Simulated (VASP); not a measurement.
# SnTeO4 (P2_1) in VASP: single point with PBE

Aim: the single point of SnTeO4 with PBE.

Program: VASP 6.6.1. These are calculated values, not measurements. Logs are shortened: lines on timing, memory, paths and dates and some standing lists are left out, and cuts for length are marked.

### Step 1. The cell of the first run

Symmetry: P2_1, No. 4, monoclinic system. Conventional cell: a = 4.420 Å, b = 7.191 Å, c = 6.131 Å, α = 90.00°, β = 104.30°, γ = 90.00°. Within 2.6 Å of Sn (site symmetry 1) lie 6 O at 1.99 to 2.53 Å. Te (site symmetry 1) has 5 O at 1.92 to 2.70 Å within 2.7 Å. O (site symmetry 1) has 2 Te at 1.94 to 2.63 Å and 1 Sn at 2.12 Å and 6 O at 2.76 to 3.04 Å within 3.1 Å. Within 2.7 Å of O (site symmetry 1) lie 1 Te at 1.94 Å and 2 Sn at 2.11 to 2.53 Å and 2 O at 2.60 to 2.64 Å. O (site symmetry 1) has 2 Te at 1.92 to 2.70 Å and 1 Sn at 2.13 Å and 2 O at 2.60 to 2.64 Å within 2.7 Å. O (site symmetry 1) has 2 Sn at 1.99 to 2.00 Å within 2.6 Å.

### Step 2. Single point, PBE

INCAR reads:

```
ALGO = Normal
EDIFF = 1E-7
ENCUT = 520
GGA = PE
ISIF = 2
ISMEAR = 0
LASPH = T
LCHARG = T
LELF = T
LREAL = F
LVHAR = T
LWAVE = F
NBANDS = 56
NELM = 60
PREC = Accurate
SIGMA = 0.02
```

KPOINTS reads:

```
k-points
0
Gamma
  6 4 4
```

POSCAR reads:

```
SnTeO4
1.0
    4.4196877711      0.0000000000     -0.0317049237
    0.0000000000      7.1911659668      0.0000000000
   -1.4714004753      0.0000000000      5.9520470981
Sn Te O
2 2 8
Direct
    0.0840184129      0.7054849340      0.4621220891
    0.9159815871      0.2054849340      0.5378779109
    0.5093195202      0.0217556157      0.9158732853
    0.4906804798      0.5217556157      0.0841267147
    0.3859924073      0.7828909444      0.7748792359
    0.5032921657      0.1673149477      0.6483871420
    0.9139293333      0.6069415922      0.1271685790
    0.9489426833      0.9656434364      0.3798828831
    0.4967078343      0.6673149477      0.3516128580
    0.6140075927      0.2828909444      0.2251207641
    0.0510573167      0.4656434364      0.6201171169
    0.0860706667      0.1069415922      0.8728314210
```

Potentials or basis: VASP PAW PBE potentials, release 64 (Sn_d, Te, O).

Started as:

```bash
$ cat potpaw_PBE.64/Sn_d/POTCAR potpaw_PBE.64/Te/POTCAR potpaw_PBE.64/O/POTCAR > POTCAR
$ mpirun -np 1 vasp_std > vasp.out
```

OUTCAR:

```text
EDIFF = 1E-7
   ENCUT = 520
   GGA = PE
   ISIF = 2
   ISMEAR = 0
   LASPH = T
   LREAL = F
   NELM = 60
   PREC = Accurate

 ion  position               nearest neighbor table
   1  0.084  0.705  0.462-   8 1.99  11 2.00   9 2.11   5 2.12   7 2.13   9 2.53   4 3.32   4 3.52
                             2 3.72   2 3.72
   2  0.916  0.205  0.538-  11 1.99   8 2.00   6 2.11  10 2.12  12 2.13   6 2.53   3 3.32   3 3.52
                             1 3.72   1 3.72
   3  0.509  0.022  0.916-  12 1.92   5 1.94   6 1.94  10 2.63  12 2.70   2 3.32   2 3.52
   4  0.491  0.522  0.084-   7 1.92  10 1.94   9 1.94   5 2.63   7 2.70   1 3.32   1 3.52
   5  0.386  0.783  0.775-   3 1.94   1 2.12   4 2.63
   6  0.503  0.167  0.648-   3 1.94   2 2.11   2 2.53
   7  0.914  0.607  0.127-   4 1.92   1 2.13   4 2.70
   8  0.949  0.966  0.380-   1 1.99   2 2.00
   9  0.497  0.667  0.352-   4 1.94   1 2.11   1 2.53
  10  0.614  0.283  0.225-   4 1.94   2 2.12   3 2.63
  11  0.051  0.466  0.620-   2 1.99   1 2.00
  12  0.086  0.107  0.873-   3 1.92   2 2.13   3 2.70

  LATTYP: Found a simple monoclinic cell.
 ALAT       =     4.4198014883
 B/A-ratio  =     1.6270336995
 C/A-ratio  =     1.3872166163
 COS(beta)  =    -0.2469424379

  Lattice vectors:

 A1 = (   4.4196877711,   0.0000000000,  -0.0317049237)
 A2 = (   0.0000000000,   7.1911659668,   0.0000000000)
 A3 = (  -1.4714004753,   0.0000000000,   5.9520470981)

Analysis of symmetry for initial positions (statically):
=====================================================================
 Subroutine PRICEL returns:
 Original cell was already a primitive cell.

 Routine SETGRP: Setting up the symmetry group for a
 simple monoclinic supercell.

 Subroutine GETGRP returns: Found  2 space group operations
 (whereof  1 operations were pure point group operations)
 out of a pool of  4 trial point group operations.

The static configuration has the point symmetry C_1 .
 The point group associated with its full space group is C_2 .

Analysis of symmetry for dynamics (positions and initial velocities):
=====================================================================
 Subroutine PRICEL returns:
 Original cell was already a primitive cell.

 Routine SETGRP: Setting up the symmetry group for a
 simple monoclinic supercell.

 Subroutine GETGRP returns: Found  2 space group operations
 (whereof  1 operations were pure point group operations)
 out of a pool of  4 trial point group operations.

The dynamic configuration has the point symmetry C_1 .
 The point group associated with its full space group is C_2 .

 Subroutine INISYM returns: Found  2 space group operations
 (whereof  1 operations are pure point group operations),
 and found     1 'primitive' translations

----------------------------------------------------------------------------------------

                                     Primitive cell

  volume of cell :     188.8367

  direct lattice vectors                    reciprocal lattice vectors
     4.419687771  0.000000000 -0.031704924     0.226662283  0.000000000  0.056032989
     0.000000000  7.191165967  0.000000000     0.000000000  0.139059508  0.000000000
    -1.471400475  0.000000000  5.952047098     0.001207368  0.000000000  0.168307896

  length of vectors
     4.419801488  7.191165967  6.131222066     0.233485517  0.139059508  0.168312226

  position of ions in fractional coordinates (direct lattice)
     0.084018413  0.705484934  0.462122089
     0.915981587  0.205484934  0.537877911
     0.509319520  0.021755616  0.915873285
     0.490680480  0.521755616  0.084126715
     0.385992407  0.782890944  0.774879236
     0.503292166  0.167314948  0.648387142
     0.913929333  0.606941592  0.127168579
     0.948942683  0.965643436  0.379882883
     0.496707834  0.667314948  0.351612858
     0.614007593  0.282890944  0.225120764
     0.051057317  0.465643436  0.620117117
     0.086070667  0.106941592  0.872831421

  ion indices of the primitive-cell ions
   primitive index   ion index
                 1           1
                 2           2
                 3           3
                 4           4
                 5           5
                 6           6
                 7           7
                 8           8
                 9           9
                10          10
                11          11
                12          12

----------------------------------------------------------------------------------------

 KPOINTS: k-points

Automatic generation of k-mesh.
 Grid dimensions read from file:
 generate k-points for:    6    4    4

 Generating k-lattice:

  Cartesian coordinates                     Fractional coordinates (reciprocal lattice)
     0.037777047  0.000000000  0.009338832     0.166666667  0.000000000 -0.000000000
     0.000000000  0.034764877  0.000000000     0.000000000  0.250000000  0.000000000
     0.000301842  0.000000000  0.042076974     0.000000000  0.000000000  0.250000000

  Length of vectors
     0.038914253  0.034764877  0.042078057

  Shift w.r.t. Gamma in fractional coordinates (k-lattice)
     0.000000000  0.000000000  0.000000000

 Subroutine IBZKPT returns following result:
 ===========================================

 Found     42 irreducible k-points:

 Following reciprocal coordinates:
            Coordinates               Weight
  0.000000  0.000000  0.000000      1.000000
  0.166667  0.000000 -0.000000      2.000000
  0.333333  0.000000 -0.000000      2.000000
  0.500000  0.000000 -0.000000      1.000000
  0.000000  0.250000  0.000000      2.000000
  0.166667  0.250000 -0.000000      4.000000
[... 16 lines left out ...]
 -0.333333  0.250000  0.250000      4.000000
 -0.166667  0.250000  0.250000      4.000000
 [... further k-points ...]
   k-points           NKPTS =     42   k-points in BZ     NKDIM =     42   number of bands    NBANDS=     56
   number of dos      NEDOS =    301   number of ions     NIONS =     12
   total plane-waves  NPLWV =  93312
   dimension x,y,z NGX =    36 NGY =   54 NGZ =   48
   dimension x,y,z NGXF=    72 NGYF=  108 NGZF=   96
   ions per type =               2   2   8
   NGX,Y,Z   is equivalent  to a cutoff of  13.54, 12.48, 13.02 a.u.
   NGXF,Y,Z  is equivalent  to a cutoff of  27.08, 24.97, 26.03 a.u.
 SYSTEM =  unknown system
   PREC   = accura    normal or accurate (medium, high low for compatibility)
   ISTART =      0    job   : 0-new  1-cont  2-samecut
   ICHARG =      2    charge: 1-file 2-atom 10-const
   ISPIN  =      1    spin polarized calculation?
   LNONCOLLINEAR =      F non collinear calculations
   LSORBIT =      F    spin-orbit coupling
   LASPH  =      T    aspherical Exc in radial PAW
   ENCUT  =  520.0 eV  38.22 Ry    6.18 a.u.   8.22 13.37 11.40*2*pi/ulx,y,z
   NELM   =     60;   NELMIN=  2; NELMDL= -5     # of ELM steps
   EDIFF  = 0.1E-06   stopping-criterion for ELM
   LREAL  =      F    real-space projection
   EDIFFG = 0.1E-05   stopping-criterion for IOM
   NSW    =      0    number of steps for IOM
   IBRION =     -1    ionic relax: 0-MD 1-quasi-New 2-CG
   NFREE  =      0    steps in history (QN), initial steepest desc. (CG)
   ISIF   =      2    stress and relaxation
   ISYM   =      2    0-nonsym 1-usesym 2-fastsym
   POTIM  = 0.5000    time-step for ionic-motion
   TEBEG  =    0.0;   TEEND  =   0.0 temperature during run
   PSTRESS=    0.0 pullay stress
   NELECT =      88.0000    total number of electrons
   NUPDOWN=      -1.0000    fix difference up-down
   EMIN   =  10.00;   EMAX   =-10.00  energy-range for DOS
   EFERMI =   0.00;   METHOD = LEGACY
   ISMEAR =     0;   SIGMA  =   0.02  broadening in eV -4-tet -1-fermi 0-gaus
   EFERMI_NEDOS =   21; number of points for ismear=-14 and -15
   IALGO  =     38    algorithm
   IMIX   =      4    mixing-type and parameters
     AMIX     =   0.40;   BMIX     =  1.00
     AMIX_MAG =   1.60;   BMIX_MAG =  1.00
  volume/ion in A,a.u.               =      15.74       106.19
  Fermi-wavevector in a.u.,A,eV,Ry     =   1.269230  2.398496 21.918227  1.610944
  Thomas-Fermi vector in A             =   2.402282
   LORBIT       =      0    0 simple, 1 ext, 2 COOP (PROOUT), +10 PAW based schemes
   GGA     = PE    functional components
   LHFCALC =     F    Hartree Fock is set to
   AEXX    =    0.0000 exact exchange contribution
   IVDW    =     0    specifies the selected vdW correction
   LEPSILON=     F    determine dielectric tensor
   LRPA    =     F    only Hartree local field effects (RPA)
 non-spin polarized calculation
 Gauss-broadening in eV      SIGMA  =   0.02
  energy-cutoff  :      520.00
  volume of cell :      188.84
 maximum number of plane-waves:      5100
 NGX is ok and might be reduce to    36
   NGX = 17   NGY = 27   NGZ = 23

 number of electron      88.0000024 magnetization

 Free energy of the ion-electron system (eV)
  ---------------------------------------------------
  ext. energy  EPLUGINS =         0.00000000
  ---------------------------------------------------
  free energy    TOTEN  =       -68.18046960 eV

  energy without entropy =      -68.18046960  energy(sigma->0) =      -68.18046960

 E-fermi :   3.6786     XC(G=0):  -9.6296

 val. band max:        3.5739886845   @ k =  -0.0000   0.0000   0.5000
 cond. band min:       6.1650213977   @ k =  -0.0000   0.0000   0.5000
 fundamental gap:      2.5910327132
 Fermi energy:         3.6786382862

 k-point     1 :       0.0000    0.0000    0.0000
  band No.  band energies     occupation
      1     -17.2458      2.00000
      2     -16.9387      2.00000
      3     -16.9305      2.00000
      4     -16.7986      2.00000
      5     -16.6455      2.00000
      6     -16.6158      2.00000
[... 1405 lines left out ...]
     55      12.1808      0.00000
     56      12.5323      0.00000

 [... further k-points ...]

------------------------ aborting loop because EDIFF is reached ----------------------------------------

  FORCE on cell =-STRESS in cart. coord.  units (eV):
  Direction    XX          YY          ZZ          XY          YZ          ZX
  --------------------------------------------------------------------------------------
  -------------------------------------------------------------------------------------
  Total        0.0497176      0.2238582      0.2319402      0.0000000      0.0000000      0.0199660
  in kB        0.4218268      1.8993158      1.9678873      0.0000000      0.0000000      0.1694009
  external PRESSURE =       1.4296766 kB  Pullay stress =       0.0000000 kB

 VOLUME and BASIS-vectors are now :
 -----------------------------------------------------------------------------
  energy-cutoff  :      520.00
  volume of cell :      188.84
      direct lattice vectors                 reciprocal lattice vectors
     4.419687771  0.000000000 -0.031704924     0.226662283  0.000000000  0.056032989
     0.000000000  7.191165967  0.000000000     0.000000000  0.139059508  0.000000000
    -1.471400475  0.000000000  5.952047098     0.001207368  0.000000000  0.168307896

 POSITION                                       TOTAL-FORCE (eV/Angst)
 -----------------------------------------------------------------------------------
     -0.30863      5.07326      2.74791        -0.021809      0.006169      0.012584
      3.25692      1.47768      3.17243         0.021809      0.006169     -0.012584
      0.90342      0.15645      5.43517         0.039001     -0.004603      0.058407
      2.04487      3.75203      0.48517        -0.039001     -0.004603     -0.058407
      0.56581      5.62990      4.59988         0.005069      0.012347      0.025301
      1.27036      1.20319      3.84327        -0.042423     -0.003619      0.000023
      3.85217      4.36462      0.72794         0.018681     -0.014845     -0.021791
      3.63507      6.94410      2.23099        -0.004022      0.004551     -0.034573
      1.67793      4.79877      2.07707         0.042423     -0.003619     -0.000023
      2.38248      2.03432      1.32046        -0.005069      0.012347     -0.025301
     -0.68678      3.34852      3.68935         0.004022      0.004551      0.034573
     -0.90388      0.76903      5.19240        -0.018681     -0.014845      0.021791
 -----------------------------------------------------------------------------------
    total drift:                               -0.000001      0.000233      0.000003

  FREE ENERGIE OF THE ION-ELECTRON SYSTEM (eV)
  ---------------------------------------------------
  free  energy   TOTEN  =       -68.1804696031 eV

  energy  without entropy=      -68.1804696031  energy(sigma->0) =      -68.18046960
```

Run time: 20 min. Hardware: 1 thread of Intel Xeon 8259CL, shared host; peak memory 0.52 GiB.

Results:

```
Free energy            : -68.1805 eV
Pressure               : 0.1 GPa
Largest force          : 0.070 eV/Å
Band gap on the k mesh : 2.59 eV
```

Forces on the atoms (eV/Å):
```
Sn  -0.022  0.006  0.013
Sn   0.022  0.006 -0.013
Te   0.039 -0.005  0.058
Te  -0.039 -0.005 -0.058
O    0.005  0.012  0.025
O   -0.042 -0.004  0.000
O    0.019 -0.015 -0.022
O   -0.004  0.005 -0.035
O    0.042 -0.004  0.000
O   -0.005  0.012 -0.025
O    0.004  0.005  0.035
O   -0.019 -0.015  0.022
```

Levels at points of the mesh, in eV from the valence-band top:
| k point | band 41 | band 42 | band 43 | band 44 | band 45 | band 46 | band 47 | band 48 |
| --- | --- | --- | --- | --- | --- | --- | --- | --- |
| (0.00, 0.00, 0.00) | -0.85 | -0.75 | -0.49 | -0.43 | 3.08 | 3.44 | 4.37 | 4.46 |
| (0.50, 0.00, 0.00) | -0.80 | -0.45 | -0.20 | -0.07 | 2.89 | 3.58 | 3.96 | 4.45 |
| (0.00, 0.50, 0.00) | -0.54 | -0.54 | -0.45 | -0.45 | 3.37 | 3.37 | 4.13 | 4.13 |
| (0.50, 0.50, 0.00) | -0.60 | -0.60 | -0.17 | -0.17 | 3.76 | 3.76 | 3.89 | 3.89 |
| (0.00, 0.00, 0.50) | -0.62 | -0.62 | -0.34 | 0.00 | 2.59 | 3.97 | 4.23 | 4.64 |
| (0.50, 0.00, 0.50) | -0.88 | -0.79 | -0.55 | -0.27 | 3.55 | 3.82 | 3.88 | 4.29 |
| (0.00, 0.50, 0.50) | -0.59 | -0.59 | -0.13 | -0.13 | 3.57 | 3.57 | 4.19 | 4.19 |
| (0.50, 0.50, 0.50) | -0.58 | -0.58 | -0.49 | -0.49 | 3.71 | 3.71 | 4.22 | 4.22 |

Caveat: spin-orbit coupling is left out, which moves the levels of the heavy elements. A k mesh can miss the band edges.
